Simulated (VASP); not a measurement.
# Li (P6_3/mcm) in VASP: a series of runs

The runs below take Li through single point, with PBE.

All numbers are computed with VASP 6.6.1; they aren't measurements. Logs are shortened: lines on timing, memory, paths and dates and some standing lists are left out, and cuts for length are marked.

### 1 The cell of the first run

It takes space group P6_3/mcm (No. 193, hexagonal). Conventional cell: a = 5.749 Å, b = 5.749 Å, c = 5.670 Å, α = 90.00°, β = 90.00°, γ = 120.00°. Li (site symmetry m2m) has 10 Li at 2.84 to 3.22 Å within 3.7 Å. Li (site symmetry -3m) has 14 Li at 2.84 to 3.22 Å within 3.7 Å.

### 2 Single point, PBE

INCAR reads:

```
PREC = Accurate
ENCUT = 520
EDIFF = 1E-7
ISMEAR = 0
SIGMA = 0.1
LREAL = F
LASPH = T
NELM = 80
ALGO = Fast
ISIF = 2
LWAVE = F
LCHARG = F
GGA = PE
NBANDS = 22
```

KPOINTS reads:

```
regular mesh
0
Gamma
  6 6 4
```

POSCAR reads:

```
Li
1.0
    5.7493259000      0.0000000000      0.0000000000
   -2.8746629000      4.9790623000      0.0000000000
    0.0000000000      0.0000000000      5.6702110000
Li
8
Direct
    0.5026670000      0.0000000000      0.7500000000
    0.0000000000      0.5026670000      0.7500000000
    0.4973330000      0.4973330000      0.7500000000
    0.4973330000      0.0000000000      0.2500000000
    0.0000000000      0.4973330000      0.2500000000
    0.5026670000      0.5026670000      0.2500000000
    0.0000000000      0.0000000000      0.5000000000
    0.0000000000      0.0000000000      0.0000000000
```

Potentials or basis: VASP PAW PBE potentials, release 64 (Li_sv).

Run with:

```bash
$ cat potpaw_PBE.64/Li_sv/POTCAR > POTCAR
$ mpirun -np 1 vasp_std > vasp.out
```

OUTCAR:

```text
PREC = Accurate
   ENCUT = 520
   EDIFF = 1E-7
   ISMEAR = 0
   LREAL = F
   LASPH = T
   NELM = 80
   ISIF = 2
   GGA = PE

 ion  position               nearest neighbor table
   1  0.503  0.000  0.750-
   2  0.000  0.503  0.750-
   3  0.497  0.497  0.750-
   4  0.497  0.000  0.250-
   5  0.000  0.497  0.250-
   6  0.503  0.503  0.250-
   7  0.000  0.000  0.500-
   8  0.000  0.000  0.000-

  LATTYP: Found a hexagonal cell.
 ALAT       =     5.7493259000
 C/A-ratio  =     0.9862392737

  Lattice vectors:

 A1 = (   5.7493259000,   0.0000000000,   0.0000000000)
 A2 = (  -2.8746629000,   4.9790623000,   0.0000000000)
 A3 = (   0.0000000000,   0.0000000000,   5.6702110000)

Analysis of symmetry for initial positions (statically):
=====================================================================
 Subroutine PRICEL returns:
 Original cell was already a primitive cell.

 Routine SETGRP: Setting up the symmetry group for a
 hexagonal supercell.

 Subroutine GETGRP returns: Found 24 space group operations
 (whereof 12 operations were pure point group operations)
 out of a pool of 24 trial point group operations.

The static configuration has the point symmetry D_3d.
 The point group associated with its full space group is D_6h.

Analysis of symmetry for dynamics (positions and initial velocities):
=====================================================================
 Subroutine PRICEL returns:
 Original cell was already a primitive cell.

 Routine SETGRP: Setting up the symmetry group for a
 hexagonal supercell.

 Subroutine GETGRP returns: Found 24 space group operations
 (whereof 12 operations were pure point group operations)
 out of a pool of 24 trial point group operations.

The dynamic configuration has the point symmetry D_3d.
 The point group associated with its full space group is D_6h.

 Subroutine INISYM returns: Found 24 space group operations
 (whereof 12 operations are pure point group operations),
 and found     1 'primitive' translations

----------------------------------------------------------------------------------------

                                     Primitive cell

  volume of cell :     162.3169

  direct lattice vectors                    reciprocal lattice vectors
     5.749325900  0.000000000  0.000000000     0.173933435  0.100420513  0.000000000
    -2.874662900  4.979062300  0.000000000     0.000000000  0.200841030  0.000000000
     0.000000000  0.000000000  5.670211000     0.000000000  0.000000000  0.176360280

  length of vectors
     5.749325900  5.749325889  5.670211000     0.200841029  0.200841030  0.176360280

  position of ions in fractional coordinates (direct lattice)
     0.502667000  0.000000000  0.750000000
     1.000000000  0.502667000  0.750000000
     0.497333000  0.497333000  0.750000000
     0.497333000  0.000000000  0.250000000
     1.000000000  0.497333000  0.250000000
     0.502667000  0.502667000  0.250000000
     0.000000000  0.000000000  0.500000000
     0.000000000  0.000000000  0.000000000

  ion indices of the primitive-cell ions
   primitive index   ion index
                 1           1
                 2           2
                 3           3
                 4           4
                 5           5
                 6           6
                 7           7
                 8           8

----------------------------------------------------------------------------------------

 KPOINTS: regular mesh

Automatic generation of k-mesh.
 Grid dimensions read from file:
 generate k-points for:    6    6    4

 Generating k-lattice:

  Cartesian coordinates                     Fractional coordinates (reciprocal lattice)
     0.028988906  0.016736752  0.000000000     0.166666667 -0.000000000  0.000000000
     0.000000000  0.033473505  0.000000000     0.000000000  0.166666667  0.000000000
     0.000000000  0.000000000  0.044090070     0.000000000  0.000000000  0.250000000

  Length of vectors
     0.033473505  0.033473505  0.044090070

  Shift w.r.t. Gamma in fractional coordinates (k-lattice)
     0.000000000  0.000000000  0.000000000

 Subroutine IBZKPT returns following result:
 ===========================================

 Found     21 irreducible k-points:

 Following reciprocal coordinates:
            Coordinates               Weight
  0.000000  0.000000  0.000000      1.000000
  0.166667 -0.000000  0.000000      6.000000
  0.333333 -0.000000  0.000000      6.000000
  0.500000  0.000000  0.000000      3.000000
  0.166667  0.166667  0.000000      6.000000
  0.333333  0.166667  0.000000     12.000000
[... 13 lines left out ...]
  0.333333  0.166667  0.500000     12.000000
  0.333333  0.333333  0.500000      2.000000
   k-points           NKPTS =     21   k-points in BZ     NKDIM =     21   number of bands    NBANDS=     22
   number of dos      NEDOS =    301   number of ions     NIONS =      8
   total plane-waves  NPLWV =  96768
   dimension x,y,z NGX =    48 NGY =   48 NGZ =   42
   dimension x,y,z NGXF=    96 NGYF=   96 NGZF=   84
   ions per type =               8
   NGX,Y,Z   is equivalent  to a cutoff of  13.88, 13.88, 12.31 a.u.
   NGXF,Y,Z  is equivalent  to a cutoff of  27.76, 27.76, 24.63 a.u.
 SYSTEM =  unknown system
   PREC   = accura    normal or accurate (medium, high low for compatibility)
   ISTART =      0    job   : 0-new  1-cont  2-samecut
   ICHARG =      2    charge: 1-file 2-atom 10-const
   ISPIN  =      1    spin polarized calculation?
   LNONCOLLINEAR =      F non collinear calculations
   LSORBIT =      F    spin-orbit coupling
   LASPH  =      T    aspherical Exc in radial PAW
   ENCUT  =  520.0 eV  38.22 Ry    6.18 a.u.  10.69 10.69 10.54*2*pi/ulx,y,z
   NELM   =     80;   NELMIN=  2; NELMDL= -5     # of ELM steps
   EDIFF  = 0.1E-06   stopping-criterion for ELM
   LREAL  =      F    real-space projection
   EDIFFG = 0.1E-05   stopping-criterion for IOM
   NSW    =      0    number of steps for IOM
   IBRION =     -1    ionic relax: 0-MD 1-quasi-New 2-CG
   NFREE  =      0    steps in history (QN), initial steepest desc. (CG)
   ISIF   =      2    stress and relaxation
   ISYM   =      2    0-nonsym 1-usesym 2-fastsym
   POTIM  = 0.5000    time-step for ionic-motion
   TEBEG  =    0.0;   TEEND  =   0.0 temperature during run
   PSTRESS=    0.0 pullay stress
   NELECT =      24.0000    total number of electrons
   NUPDOWN=      -1.0000    fix difference up-down
   EMIN   =  10.00;   EMAX   =-10.00  energy-range for DOS
   EFERMI =   0.00;   METHOD = LEGACY
   ISMEAR =     0;   SIGMA  =   0.10  broadening in eV -4-tet -1-fermi 0-gaus
   EFERMI_NEDOS =   21; number of points for ismear=-14 and -15
   IALGO  =     68    algorithm
   IMIX   =      4    mixing-type and parameters
     AMIX     =   0.40;   BMIX     =  1.00
     AMIX_MAG =   1.60;   BMIX_MAG =  1.00
  volume/ion in A,a.u.               =      20.29       136.92
  Fermi-wavevector in a.u.,A,eV,Ry     =   0.865680  1.635898 10.196229  0.749402
  Thomas-Fermi vector in A             =   1.983958
   LORBIT       =      0    0 simple, 1 ext, 2 COOP (PROOUT), +10 PAW based schemes
   GGA     = PE    functional components
   LHFCALC =     F    Hartree Fock is set to
   AEXX    =    0.0000 exact exchange contribution
   IVDW    =     0    specifies the selected vdW correction
   LEPSILON=     F    determine dielectric tensor
   LRPA    =     F    only Hartree local field effects (RPA)
 non-spin polarized calculation
 RMM-DIIS sequential band-by-band and
 Gauss-broadening in eV      SIGMA  =   0.10
  energy-cutoff  :      520.00
  volume of cell :      162.32
 maximum number of plane-waves:      4401
 NGX is ok and might be reduce to    48
   NGX = 21   NGY = 21   NGZ = 21

 number of electron      24.0000001 magnetization

 Free energy of the ion-electron system (eV)
  ---------------------------------------------------
  ext. energy  EPLUGINS =         0.00000000
  ---------------------------------------------------
  free energy    TOTEN  =       -14.97457669 eV

  energy without entropy =      -14.93967454  energy(sigma->0) =      -14.95712561

 E-fermi :   0.6116     XC(G=0):  -7.0412

 val. band max:        0.5900500551   @ k =   0.0000   0.0000   0.0000
 cond. band min:       0.6117760833   @ k =   0.1667   0.1667   0.5000
 fundamental gap:      0.0217260282
 Fermi energy:         0.6116118178

 k-point     1 :       0.0000    0.0000    0.0000
  band No.  band energies     occupation
      1     -45.9961      2.00000
      2     -45.9814      2.00000
      3     -45.9774      2.00000
      4     -45.9774      2.00000
      5     -45.9641      2.00000
      6     -45.9641      2.00000
[... 14 lines left out ...]
     21       4.8471      0.00000
     22       4.8479      0.00000

 k-point     2 :       0.1667   -0.0000    0.0000
  band No.  band energies     occupation
      1     -45.9949      2.00000
      2     -45.9804      2.00000
      3     -45.9785      2.00000
      4     -45.9774      2.00000
      5     -45.9652      2.00000
      6     -45.9642      2.00000
[... 14 lines left out ...]
     21       4.5081      0.00000
     22       4.9179      0.00000

 k-point     3 :       0.3333   -0.0000    0.0000
  band No.  band energies     occupation
      1     -45.9920      2.00000
      2     -45.9813      2.00000
      3     -45.9777      2.00000
      4     -45.9774      2.00000
      5     -45.9678      2.00000
      6     -45.9642      2.00000
[... 14 lines left out ...]
     21       5.0698      0.00000
     22       5.8595      0.00000
[... 401 lines left out ...]
 k-point    20 :       0.3333    0.1667    0.5000
  band No.  band energies     occupation
      1     -45.9827      2.00000
      2     -45.9827      2.00000
      3     -45.9767      2.00000
      4     -45.9767      2.00000
      5     -45.9708      2.00000
      6     -45.9708      2.00000
[... 14 lines left out ...]
     21       6.6865      0.00000
     22       6.7503      0.00000

 k-point    21 :       0.3333    0.3333    0.5000
  band No.  band energies     occupation
      1     -45.9796      2.00000
      2     -45.9796      2.00000
      3     -45.9796      2.00000
      4     -45.9796      2.00000
      5     -45.9708      2.00000
      6     -45.9708      2.00000
[... 14 lines left out ...]
     21       7.0027      0.00000
     22       7.0028      0.00000

------------------------ aborting loop because EDIFF is reached ----------------------------------------

  FORCE on cell =-STRESS in cart. coord.  units (eV):
  Direction    XX          YY          ZZ          XY          YZ          ZX
  --------------------------------------------------------------------------------------
  -------------------------------------------------------------------------------------
  Total       -0.0341167     -0.0341167     -0.1435112     -0.0000000      0.0000000     -0.0000000
  in kB       -0.3367544     -0.3367544     -1.4165529     -0.0000000      0.0000000     -0.0000000
  external PRESSURE =      -0.6966872 kB  Pullay stress =       0.0000000 kB

 VOLUME and BASIS-vectors are now :
 -----------------------------------------------------------------------------
  energy-cutoff  :      520.00
  volume of cell :      162.32
      direct lattice vectors                 reciprocal lattice vectors
     5.749325900  0.000000000  0.000000000     0.173933435  0.100420513  0.000000000
    -2.874662900  4.979062300  0.000000000     0.000000000  0.200841030  0.000000000
     0.000000000  0.000000000  5.670211000     0.000000000  0.000000000  0.176360280

 POSITION                                       TOTAL-FORCE (eV/Angst)
 -----------------------------------------------------------------------------------
      2.89000      0.00000      4.25266        -0.001611      0.000000     -0.000000
     -1.44500      2.50281      4.25266         0.000805     -0.001395      0.000000
      1.42966      2.47625      4.25266         0.000805      0.001395      0.000000
      2.85933      0.00000      1.41755         0.001611      0.000000      0.000000
     -1.42966      2.47625      1.41755        -0.000805      0.001395     -0.000000
      1.44500      2.50281      1.41755        -0.000805     -0.001395     -0.000000
      0.00000      0.00000      2.83511         0.000000      0.000000      0.000000
      0.00000      0.00000      0.00000        -0.000000      0.000000      0.000000
 -----------------------------------------------------------------------------------
    total drift:                                0.000000     -0.000000      0.000000

  FREE ENERGIE OF THE ION-ELECTRON SYSTEM (eV)
  ---------------------------------------------------
  free  energy   TOTEN  =       -14.9745766862 eV

  energy  without entropy=      -14.9396745437  energy(sigma->0) =      -14.95712561
```

It took 1.8 min on 1 thread of Intel Xeon 6975P-C (Granite Rapids), shared host; peak memory 0.29 GiB.

What came out:

* Free energy: -14.9746 eV
* Band gap on the k mesh: zero (band 12 reaches 1.69 eV, above the bottom of band 13 at -0.51 eV)

Levels at points of the mesh, in eV from the Fermi level:
```
           k point  band 8  band 9  band 10  band 11  band 12  band 13  band 14  band 15  band 16  band 17
(0.00, 0.00, 0.00)  -46.49   -3.54    -0.55    -0.02     0.03     0.03     0.44     2.95     3.02     3.02
(0.50, 0.00, 0.00)  -46.49   -2.43    -2.41    -0.23    -0.19     0.35     0.69     1.27     2.61     3.00
(0.00, 0.00, 0.50)  -46.49   -2.67    -2.67     1.08     1.08     1.18     1.18     1.18     1.18     2.92
(0.50, 0.00, 0.50)  -46.49   -1.53    -1.53    -1.51    -1.51     0.72     0.72     0.82     0.82     5.26
```

Caveat: the cutoff is under 1.25 times the usual one of these potentials, so pressure, stress and relaxed cells hold a basis-set (Pulay) error.

### 3 Single point, PBE

INCAR reads:

```
SYSTEM = Li
ALGO = Fast
EDIFF = 1E-6
ENCUT = 520
GGA = PE
ISIF = 2
ISMEAR = 0
LASPH = .TRUE.
LCHARG = .FALSE.
LREAL = .FALSE.
LWAVE = .FALSE.
NBANDS = 22
NELM = 60
PREC = Accurate
SIGMA = 0.2
```

KPOINTS reads:

```
k-points
0
G
  4 6 6
  0 0 0
```

POSCAR reads:

```
Li
1.0
    0.0000000000      0.0000000000      5.6702110000
    5.7493259092     -0.0000000289      0.0000000000
   -2.8746629296      4.9790623065      0.0000000000
Li
8
Direct
    0.7500000000      0.5026670000      0.0000000000
    0.7500000000      0.0000000000      0.5026670000
    0.7500000000      0.4973330000      0.4973330000
    0.2500000000      0.4973330000      1.0000000000
    0.2500000000      0.0000000000      0.4973330000
    0.2500000000      0.5026670000      0.5026670000
    0.5000000000      0.0000000000      0.0000000000
    0.0000000000      0.0000000000      0.0000000000
```

Potentials or basis: VASP PAW PBE potentials, release 64 (Li_sv).

Run with:

```bash
$ cat potpaw_PBE.64/Li_sv/POTCAR > POTCAR
$ mpirun -np 1 vasp_std > vasp.out
```

OUTCAR:

```text
SYSTEM = Li
   EDIFF = 1E-6
   ENCUT = 520
   GGA = PE
   ISIF = 2
   ISMEAR = 0
   LASPH = .TRUE.
   LREAL = .FALSE.
   NELM = 60
   PREC = Accurate

 ion  position               nearest neighbor table
   1  0.750  0.503  0.000-
   2  0.750  0.000  0.503-
   3  0.750  0.497  0.497-
   4  0.250  0.497  0.000-
   5  0.250  0.000  0.497-
   6  0.250  0.503  0.503-
   7  0.500  0.000  0.000-
   8  0.000  0.000  0.000-
[... 733 lines left out ...]
  -------------------------------------------------------------------------------------
  Total        0.0286815      0.0286815     -0.2117412     -0.0000000      0.0000000     -0.0000000
  in kB        0.2831056      0.2831056     -2.0900287     -0.0000000      0.0000000     -0.0000000
  external PRESSURE =      -0.5079392 kB  Pullay stress =       0.0000000 kB

 VOLUME and BASIS-vectors are now :
 -----------------------------------------------------------------------------
  energy-cutoff  :      520.00
  volume of cell :      162.32
      direct lattice vectors                 reciprocal lattice vectors
     0.000000000  0.000000000  5.670211000     0.000000000  0.000000000  0.176360280
     5.749325909 -0.000000029  0.000000000     0.173933435  0.100420514  0.000000000
    -2.874662930  4.979062307  0.000000000     0.000000001  0.200841030  0.000000000

 POSITION                                       TOTAL-FORCE (eV/Angst)
 -----------------------------------------------------------------------------------
      2.89000     -0.00000      4.25266        -0.001495      0.000000     -0.000000
     -1.44500      2.50281      4.25266         0.000747     -0.001294      0.000000
      1.42966      2.47625      4.25266         0.000747      0.001294      0.000000
      2.85933     -0.00000      1.41755         0.001495     -0.000000     -0.000000
     -1.42966      2.47625      1.41755        -0.000747      0.001294     -0.000000
      1.44500      2.50281      1.41755        -0.000747     -0.001294     -0.000000
      0.00000      0.00000      2.83511        -0.000000      0.000000     -0.000000
      0.00000      0.00000      0.00000        -0.000000      0.000000     -0.000000
 -----------------------------------------------------------------------------------
    total drift:                                0.000000     -0.000000      0.000000

  FREE ENERGIE OF THE ION-ELECTRON SYSTEM (eV)
  ---------------------------------------------------
  free  energy   TOTEN  =       -15.0185286881 eV

  energy  without entropy=      -14.9134719283  energy(sigma->0) =      -14.96600031
```

OSZICAR:

```text
N       E                     dE             d eps       ncg     rms          rms(c)
DAV:   1     0.117407687887E+03    0.11741E+03   -0.10431E+04   932   0.108E+03
DAV:   2     0.160852008978E+02   -0.10132E+03   -0.96820E+02   958   0.273E+02
DAV:   3    -0.116493795995E+02   -0.27735E+02   -0.27331E+02  1786   0.634E+01
DAV:   4    -0.145859536147E+02   -0.29366E+01   -0.29275E+01  1374   0.421E+01
DAV:   5    -0.150300447930E+02   -0.44409E+00   -0.44404E+00  1552   0.938E+00    0.706E-01
RMM:   6    -0.150218038256E+02    0.82410E-02   -0.34459E-02  1284   0.160E+00    0.424E-01
RMM:   7    -0.150174302237E+02    0.43736E-02   -0.22341E-02  1451   0.107E+00    0.772E-02
RMM:   8    -0.150182061374E+02   -0.77591E-03   -0.75609E-03  1626   0.548E-01    0.308E-02
RMM:   9    -0.150184476435E+02   -0.24151E-03   -0.25374E-03  1647   0.234E-01    0.603E-02
RMM:  10    -0.150185357451E+02   -0.88102E-04   -0.46922E-04  1457   0.110E-01    0.809E-02
RMM:  11    -0.150185078659E+02    0.27879E-04   -0.41384E-04  1516   0.803E-02    0.161E-02
RMM:  12    -0.150185204824E+02   -0.12616E-04   -0.16443E-04  1612   0.486E-02    0.185E-02
RMM:  13    -0.150185246173E+02   -0.41350E-05   -0.66336E-05  1409   0.282E-02    0.165E-02
RMM:  14    -0.150185250282E+02   -0.41084E-06   -0.35793E-05  1367   0.199E-02    0.313E-02
RMM:  15    -0.150185285236E+02   -0.34954E-05   -0.16101E-05  1348   0.182E-02    0.195E-03
RMM:  16    -0.150185286881E+02   -0.16447E-06   -0.81030E-06  1078   0.936E-03
   1 F= -.15018529E+02 E0= -.14966000E+02  d E =-.105057E+00
```

stdout:

```text
POSCAR found type information on POSCAR Li
 POSCAR found :  1 types and       8 ions
 scaLAPACK will be used
 LDA part: xc-table for (Slater+PW92), standard interpolation
 POSCAR, INCAR and KPOINTS ok, starting setup
 FFT: planning ... GRIDC
 FFT: planning ... GRID_SOFT
 FFT: planning ... GRID
 WAVECAR not read
 entering main loop
WARNING in EDDRMM: call to ZHEGV failed, returncode =   8  4     21
```

Wall time 83 s (1 thread of Intel Xeon 6975P-C (Granite Rapids), shared host); peak memory 0.28 GiB.

Results:

| Item | Value |
| --- | --- |
| Free energy | -15.0185 eV |
| Band gap on the k mesh | zero (band 12 reaches 1.69 eV, above the bottom of band 13 at -0.51 eV) |

Caveat: the cutoff is under 1.25 times the usual one of these potentials, so pressure, stress and relaxed cells hold a basis-set (Pulay) error.
